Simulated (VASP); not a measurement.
# Pd (Fm-3m) in VASP: single point with PBEsol

Aim: the single point of Pd with PBEsol.

Everything below comes from runs of VASP 6.6.1. Logs are shortened: lines on timing, memory, paths and dates and some standing lists are left out, and cuts for length are marked.

**1. The cell of the first run**

Symmetry: Fm-3m, No. 225, cubic system. Conventional cell: a = 3.882 Å, b = 3.882 Å, c = 3.882 Å, α = 90.00°, β = 90.00°, γ = 90.00°. Within 3.6 Å of Pd (site symmetry m-3m) lie 12 Pd at 2.75 Å.

**2. Single point, PBEsol**

Contents of INCAR:

```
ALGO = Normal
EDIFF = 1E-6
ENCUT = 520
GGA = PS
ISIF = 2
ISMEAR = -1
LASPH = T
LCHARG = F
LREAL = F
LWAVE = F
NBANDS = 11
NELM = 80
PREC = Accurate
SIGMA = 0.13605693000000002
```

Contents of KPOINTS:

```
k-points
0
Gamma
  15 15 15
```

Contents of POSCAR:

```
Pd
1.0
    0.0000000000      1.9411167269      1.9411167269
    1.9411167269      0.0000000000      1.9411167269
    1.9411167269      1.9411167269      0.0000000000
Pd
1
Direct
    0.0000000000      0.0000000000      0.0000000000
```

Potentials or basis: VASP PAW PBE potentials, release 64 (Pd).

On the command line:

```bash
$ cat potpaw_PBE.64/Pd/POTCAR > POTCAR
$ mpirun -np 1 vasp_std > vasp.out
```

OUTCAR:

```text
EDIFF = 1E-6
   ENCUT = 520
   GGA = PS
   ISIF = 2
   ISMEAR = -1
   LASPH = T
   LREAL = F
   NELM = 80
   PREC = Accurate

 ion  position               nearest neighbor table
   1  0.000  0.000  0.000-

  LATTYP: Found a face centered cubic cell.
 ALAT       =     3.8822334538

  Lattice vectors:

 A1 = (   0.0000000000,   1.9411167269,   1.9411167269)
 A2 = (   1.9411167269,   0.0000000000,   1.9411167269)
 A3 = (   1.9411167269,   1.9411167269,   0.0000000000)

Analysis of symmetry for initial positions (statically):
=====================================================================
 Subroutine PRICEL returns:
 Original cell was already a primitive cell.

 Routine SETGRP: Setting up the symmetry group for a
 face centered cubic supercell.

 Subroutine GETGRP returns: Found 48 space group operations
 (whereof 48 operations were pure point group operations)
 out of a pool of 48 trial point group operations.

The static configuration has the point symmetry O_h .

Analysis of symmetry for dynamics (positions and initial velocities):
=====================================================================
 Subroutine PRICEL returns:
 Original cell was already a primitive cell.

 Routine SETGRP: Setting up the symmetry group for a
 face centered cubic supercell.

 Subroutine GETGRP returns: Found 48 space group operations
 (whereof 48 operations were pure point group operations)
 out of a pool of 48 trial point group operations.

The dynamic configuration has the point symmetry O_h .

 Subroutine INISYM returns: Found 48 space group operations
 (whereof 48 operations are pure point group operations),
 and found     1 'primitive' translations

----------------------------------------------------------------------------------------

                                     Primitive cell

  volume of cell :      14.6280

  direct lattice vectors                    reciprocal lattice vectors
     0.000000000  1.941116727  1.941116727    -0.257583685  0.257583685  0.257583685
     1.941116727  0.000000000  1.941116727     0.257583685 -0.257583685  0.257583685
     1.941116727  1.941116727  0.000000000     0.257583685  0.257583685 -0.257583685

  length of vectors
     2.745153601  2.745153601  2.745153601     0.446148030  0.446148030  0.446148030

  position of ions in fractional coordinates (direct lattice)
     0.000000000  0.000000000  0.000000000

  ion indices of the primitive-cell ions
   primitive index   ion index
                 1           1

----------------------------------------------------------------------------------------

 KPOINTS: k-points

Automatic generation of k-mesh.
 Grid dimensions read from file:
 generate k-points for:   15   15   15

 Generating k-lattice:

  Cartesian coordinates                     Fractional coordinates (reciprocal lattice)
    -0.017172246  0.017172246  0.017172246     0.066666667  0.000000000  0.000000000
     0.017172246 -0.017172246  0.017172246     0.000000000  0.066666667  0.000000000
     0.017172246  0.017172246 -0.017172246     0.000000000  0.000000000  0.066666667

  Length of vectors
     0.029743202  0.029743202  0.029743202

  Shift w.r.t. Gamma in fractional coordinates (k-lattice)
     0.000000000  0.000000000  0.000000000

 Subroutine IBZKPT returns following result:
 ===========================================

 Found    120 irreducible k-points:

 Following reciprocal coordinates:
            Coordinates               Weight
  0.000000  0.000000  0.000000      1.000000
  0.066667  0.000000  0.000000      8.000000
  0.133333  0.000000  0.000000      8.000000
  0.200000  0.000000  0.000000      8.000000
  0.266667  0.000000  0.000000      8.000000
  0.333333  0.000000  0.000000      8.000000
[... 16 lines left out ...]
  0.133333  0.133333  0.000000      6.000000
  0.200000  0.133333  0.000000     24.000000
 [... further k-points ...]
   k-points           NKPTS =    120   k-points in BZ     NKDIM =    120   number of bands    NBANDS=     11
   number of dos      NEDOS =    301   number of ions     NIONS =      1
   total plane-waves  NPLWV =   8000
   dimension x,y,z NGX =    20 NGY =   20 NGZ =   20
   dimension x,y,z NGXF=    40 NGYF=   40 NGZF=   40
   ions per type =               1
   NGX,Y,Z   is equivalent  to a cutoff of  12.11, 12.11, 12.11 a.u.
   NGXF,Y,Z  is equivalent  to a cutoff of  24.22, 24.22, 24.22 a.u.
 SYSTEM =  unknown system
   PREC   = accura    normal or accurate (medium, high low for compatibility)
   ISTART =      0    job   : 0-new  1-cont  2-samecut
   ICHARG =      2    charge: 1-file 2-atom 10-const
   ISPIN  =      1    spin polarized calculation?
   LNONCOLLINEAR =      F non collinear calculations
   LSORBIT =      F    spin-orbit coupling
   LASPH  =      T    aspherical Exc in radial PAW
   ENCUT  =  520.0 eV  38.22 Ry    6.18 a.u.   5.10  5.10  5.10*2*pi/ulx,y,z
   NELM   =     80;   NELMIN=  2; NELMDL= -5     # of ELM steps
   EDIFF  = 0.1E-05   stopping-criterion for ELM
   LREAL  =      F    real-space projection
   EDIFFG = 0.1E-04   stopping-criterion for IOM
   NSW    =      0    number of steps for IOM
   IBRION =     -1    ionic relax: 0-MD 1-quasi-New 2-CG
   NFREE  =      0    steps in history (QN), initial steepest desc. (CG)
   ISIF   =      2    stress and relaxation
   ISYM   =      2    0-nonsym 1-usesym 2-fastsym
   POTIM  = 0.5000    time-step for ionic-motion
   TEBEG  =    0.0;   TEEND  =   0.0 temperature during run
   PSTRESS=    0.0 pullay stress
   NELECT =      10.0000    total number of electrons
   NUPDOWN=      -1.0000    fix difference up-down
   EMIN   =  10.00;   EMAX   =-10.00  energy-range for DOS
   EFERMI =   0.00;   METHOD = LEGACY
   ISMEAR =    -1;   SIGMA  =   0.14  broadening in eV -4-tet -1-fermi 0-gaus
   EFERMI_NEDOS =   21; number of points for ismear=-14 and -15
   IALGO  =     38    algorithm
   IMIX   =      4    mixing-type and parameters
     AMIX     =   0.40;   BMIX     =  1.00
     AMIX_MAG =   1.60;   BMIX_MAG =  1.00
  volume/ion in A,a.u.               =      14.63        98.71
  Fermi-wavevector in a.u.,A,eV,Ry     =   1.442159  2.725286 28.297709  2.079823
  Thomas-Fermi vector in A             =   2.560711
   LORBIT       =      0    0 simple, 1 ext, 2 COOP (PROOUT), +10 PAW based schemes
   GGA     = PS    functional components
   LHFCALC =     F    Hartree Fock is set to
   AEXX    =    0.0000 exact exchange contribution
   IVDW    =     0    specifies the selected vdW correction
   LEPSILON=     F    determine dielectric tensor
   LRPA    =     F    only Hartree local field effects (RPA)
 non-spin polarized calculation
  energy-cutoff  :      520.00
  volume of cell :       14.63
 maximum number of plane-waves:       411
   NGX = 11   NGY = 11   NGZ = 11

 number of electron      10.0000001 magnetization

 Free energy of the ion-electron system (eV)
  ---------------------------------------------------
  ext. energy  EPLUGINS =         0.00000000
  ---------------------------------------------------
  free energy    TOTEN  =        -6.02302123 eV

  energy without entropy =       -5.92326448  energy(sigma->0) =       -5.97314286

 E-fermi :   9.8090     XC(G=0): -13.4326

 val. band max:        9.7857939871   @ k =  -0.4667   0.3333   0.0667
 cond. band min:       9.8131122066   @ k =   0.4667   0.2000   0.0000
 fundamental gap:      0.0273182195
 Fermi energy:         9.8090193850

 k-point     1 :       0.0000    0.0000    0.0000
  band No.  band energies     occupation
      1       2.4567      2.00000
      2       6.8698      2.00000
      3       6.8698      2.00000
      4       6.8698      2.00000
      5       8.5198      1.99985
      6       8.5198      1.99985
      7      26.8950      0.00000
      8      31.7077      0.00000
      9      31.7077      0.00000
     10      31.7077      0.00000
     11      35.8206      0.00000

 k-point     2 :       0.0667    0.0000    0.0000
  band No.  band energies     occupation
      1       2.6193      2.00000
      2       6.8113      2.00000
      3       6.9266      2.00000
      4       6.9266      2.00000
      5       8.4926      1.99987
      6       8.4926      1.99987
      7      27.0695      0.00000
      8      30.6670      0.00000
      9      31.8973      0.00000
     10      31.8973      0.00000
     11      35.8802      0.00000

 k-point     3 :       0.1333    0.0000    0.0000
  band No.  band energies     occupation
      1       3.0800      2.00000
      2       6.6791      2.00000
      3       7.0637      2.00000
      4       7.0637      2.00000
      5       8.4478      1.99991
      6       8.4478      1.99991
      7      27.3601      0.00000
      8      28.7829      0.00000
      9      32.4214      0.00000
     10      32.4214      0.00000
     11      36.2475      0.00000

 k-point     4 :       0.2000    0.0000    0.0000
  band No.  band energies     occupation
      1       3.7263      2.00000
      2       6.6228      2.00000
      3       7.1740      2.00000
      4       7.1740      2.00000
      5       8.4993      1.99987
      6       8.4993      1.99987
      7      26.0422      0.00000
      8      28.1367      0.00000
      9      33.1110      0.00000
     10      33.1110      0.00000
     11      35.5951      0.00000

 k-point     5 :       0.2667    0.0000    0.0000
  band No.  band energies     occupation
      1       4.2712      2.00000
      2       6.9592      2.00000
      3       7.1500      2.00000
      4       7.1500      2.00000
      5       8.7498      1.99917
      6       8.7498      1.99917
      7      23.6814      0.00000
      8      27.8418      0.00000
      9      33.4108      0.00000
     10      33.4108      0.00000
     11      35.6202      0.00000

 k-point     6 :       0.3333    0.0000    0.0000
  band No.  band energies     occupation
      1       4.4501      2.00000
      2       7.0304      2.00000
      3       7.0304      2.00000
      4       7.9428      2.00000
      5       9.1312      1.98637
      6       9.1312      1.98637
      7      21.2259      0.00000
      8      27.2041      0.00000
      9      32.5831      0.00000
     10      32.5831      0.00000
     11      36.1932      0.00000

 k-point     7 :       0.4000    0.0000    0.0000
  band No.  band energies     occupation
      1       4.4162      2.00000
      2       6.9067      2.00000
      3       6.9067      2.00000
      4       9.3117      1.94961
      5       9.4946      1.81958
      6       9.4946      1.81958
      7      18.9455      0.00000
      8      26.6171      0.00000
      9      31.5423      0.00000
     10      31.5423      0.00000
     11      35.8664      0.00000

 k-point     8 :       0.4667    0.0000    0.0000
  band No.  band energies     occupation
      1       4.3631      2.00000
      2       6.8335      2.00000
      3       6.8335      2.00000
      4       9.7136      1.33686
      5       9.7136      1.33686
      6      10.4711      0.01529
      7      17.3415      0.00000
      8      26.2920      0.00000
      9      30.9337      0.00000
     10      30.9337      0.00000
     11      35.8749      0.00000
[... 141 lines left out ...]
 k-point    19 :      -0.2667    0.0667    0.0000
  band No.  band energies     occupation
      1       4.5041      2.00000
      2       6.9169      2.00000
      3       7.1727      2.00000
      4       7.1965      2.00000
      5       8.5946      1.99973
      6       9.3448      1.93615
      7      22.9499      0.00000
      8      27.5934      0.00000
      9      31.3175      0.00000
     10      34.5580      0.00000
     11      34.8006      0.00000

 k-point    20 :      -0.2000    0.0667    0.0000
  band No.  band energies     occupation
      1       4.0726      2.00000
      2       6.5243      2.00000
      3       7.2160      2.00000
      4       7.2684      2.00000
      5       8.2826      1.99997
      6       8.8969      1.99755
      7      25.3777      0.00000
      8      28.0034      0.00000
      9      31.7914      0.00000
     10      34.1173      0.00000
     11      34.6344      0.00000

 k-point    21 :      -0.1333    0.0667    0.0000
  band No.  band energies     occupation
      1       3.4186      2.00000
      2       6.5444      2.00000
      3       7.1673      2.00000
      4       7.1829      2.00000
      5       8.2418      1.99998
      6       8.6441      1.99962
      7      27.3414      0.00000
      8      28.2049      0.00000
      9      31.5189      0.00000
     10      33.5044      0.00000
     11      35.3825      0.00000

 k-point    22 :      -0.0667    0.0667    0.0000
  band No.  band energies     occupation
      1       2.8828      2.00000
      2       6.7000      2.00000
      3       7.0055      2.00000
      4       7.0461      2.00000
      5       8.3644      1.99995
      6       8.5506      1.99981
      7      27.3177      0.00000
      8      29.7027      0.00000
      9      31.4706      0.00000
     10      32.5526      0.00000
     11      36.0277      0.00000

 k-point    23 :       0.1333    0.1333    0.0000
  band No.  band energies     occupation
      1       3.2891      2.00000
      2       6.4205      2.00000
      3       7.2617      2.00000
      4       7.2617      2.00000
      5       8.0774      1.99999
      6       8.7042      1.99941
      7      27.8080      0.00000
      8      29.7607      0.00000
      9      30.9115      0.00000
     10      30.9115      0.00000
     11      35.8685      0.00000

 k-point    24 :       0.2000    0.1333    0.0000
  band No.  band energies     occupation
      1       3.7909      2.00000
      2       6.2222      2.00000
      3       7.3965      2.00000
      4       7.4520      2.00000
      5       8.0216      2.00000
      6       8.8070      1.99873
      7      27.8001      0.00000
      8      28.5579      0.00000
      9      30.4121      0.00000
     10      31.2129      0.00000
     11      35.7631      0.00000

 [... further k-points ...]
[... 5 lines left out ...]
  --------------------------------------------------------------------------------------
  -------------------------------------------------------------------------------------
  Total       -0.0791687     -0.0791687     -0.0791687      0.0000000      0.0000000     -0.0000000
  in kB       -8.6711989     -8.6711989     -8.6711989      0.0000000      0.0000000     -0.0000000
  external PRESSURE =      -8.6711989 kB  Pullay stress =       0.0000000 kB

 VOLUME and BASIS-vectors are now :
 -----------------------------------------------------------------------------
  energy-cutoff  :      520.00
  volume of cell :       14.63
      direct lattice vectors                 reciprocal lattice vectors
     0.000000000  1.941116727  1.941116727    -0.257583685  0.257583685  0.257583685
     1.941116727  0.000000000  1.941116727     0.257583685 -0.257583685  0.257583685
     1.941116727  1.941116727  0.000000000     0.257583685  0.257583685 -0.257583685

 POSITION                                       TOTAL-FORCE (eV/Angst)
 -----------------------------------------------------------------------------------
      0.00000      0.00000      0.00000         0.000000     -0.000000      0.000000
 -----------------------------------------------------------------------------------
    total drift:                                0.000000      0.000000      0.000000

  FREE ENERGIE OF THE ION-ELECTRON SYSTEM (eV)
  ---------------------------------------------------
  free  energy   TOTEN  =        -6.0230212296 eV

  energy  without entropy=       -5.9232644825  energy(sigma->0) =       -5.97314286
```

Wall time 11 s (1 thread of Intel Xeon Platinum 8375C at 2.90GHz (Ice Lake), shared host); peak memory 0.14 GiB.

What came out:

| Quantity | Value |
| --- | --- |
| Free energy | -6.0230 eV |
| Pressure | -0.9 GPa |
| Band gap on the k mesh | zero (band 5 reaches 10.03 eV, above the bottom of band 6 at 8.45 eV) |

Levels at points of the mesh, in eV from the Fermi level:
```
           k point  band 1  band 2  band 3  band 4  band 5  band 6  band 7  band 8  band 9  band 10
(0.00, 0.00, 0.00)   -7.35   -2.94   -2.94   -2.94   -1.29   -1.29   17.09   21.90   21.90    21.90
```

Caveat: the PAW data sets were made with another functional, which shifts forces and pressure a little.
